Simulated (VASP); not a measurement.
A run of VASP 6.6.1:

File POSCAR:

```
MnO
1.0
    0.0000000000      2.4365134300      2.4365134300
    2.4365134300      0.0000000000      2.4365134300
    2.4365134300      2.4365134300      0.0000000000
Mn O
1 1
Direct
    0.0000000000      0.0000000000      0.0000000000
    0.2500000000      0.2500000000      0.2500000000
```

File INCAR.step1:

```
SYSTEM = MnO
ALGO     = Normal         ! electronic algorithm
EDIFF    = 1E-5           ! SCF threshold, eV
ENCUT    = 520            ! plane-wave cutoff, eV
GGA      = PE             ! functional
ISIF     = 2              ! what is computed and relaxed
ISMEAR   = -1             ! smearing method
ISPIN    = 2              ! spin polarisation
LASPH    = .True.         ! aspherical terms in the spheres
LCHARG   = .False.        ! write CHGCAR
LMAXMIX  = 4              ! l up to which the mixer works
LORBIT   = 11             ! projections on sites
LREAL    = .False.        ! projectors in reciprocal space
LWAVE    = .True.         ! write WAVECAR
MAGMOM   = 4 0            ! initial moments
NBANDS   = 20             ! bands
NELM     = 150            ! most SCF steps
PREC     = Accurate       ! precision mode
SIGMA    = 0.05           ! smearing width, eV
```

Contents of INCAR.step2:

```
SYSTEM = MnO
AEXX     = 0.25           ! exact-exchange fraction
ALGO     = Normal         ! electronic algorithm
EDIFF    = 1E-6           ! SCF threshold, eV
ENCUT    = 520            ! plane-wave cutoff, eV
GGA      = PE             ! functional
HFSCREEN = 0.3            ! screening, 1/A
ISIF     = 2              ! what is computed and relaxed
ISMEAR   = -1             ! smearing method
ISPIN    = 2              ! spin polarisation
ISTART   = 1            
LASPH    = .True.         ! aspherical terms in the spheres
LCHARG   = .False.        ! write CHGCAR
LHFCALC  = .True.         ! exact exchange
LMAXMIX  = 4              ! l up to which the mixer works
LORBIT   = 11             ! projections on sites
LREAL    = .False.        ! projectors in reciprocal space
LWAVE    = .False.        ! write WAVECAR
MAGMOM   = 4 0            ! initial moments
NBANDS   = 20             ! bands
NELM     = 150            ! most SCF steps
PREC     = Accurate       ! precision mode
PRECFOCK = Normal       
SIGMA    = 0.05           ! smearing width, eV
```

KPOINTS

```
k-points
0
Gamma
  5 5 5
  0 0 0
```

Potentials or basis: VASP PAW PBE potentials, release 64 (Mn_pv, O).

Launch:

```sh
$ cat potpaw_PBE.64/Mn_pv/POTCAR potpaw_PBE.64/O/POTCAR > POTCAR
$ cp INCAR.step1 INCAR
$ mpirun -np 1 vasp_std > vasp.out
$ cp INCAR.step2 INCAR
$ mpirun -np 1 vasp_std > vasp.out
```

Hardware: 1 thread of AMD EPYC 7R43 64-Core Processor (Zen 3) (shared host).

Q: How long does it take, and how much memory?

A: Run time: 48 min on 1 thread of AMD EPYC 7R43 64-Core Processor (Zen 3) (shared host), peak memory 0.24 GiB. Counts: k points 10.
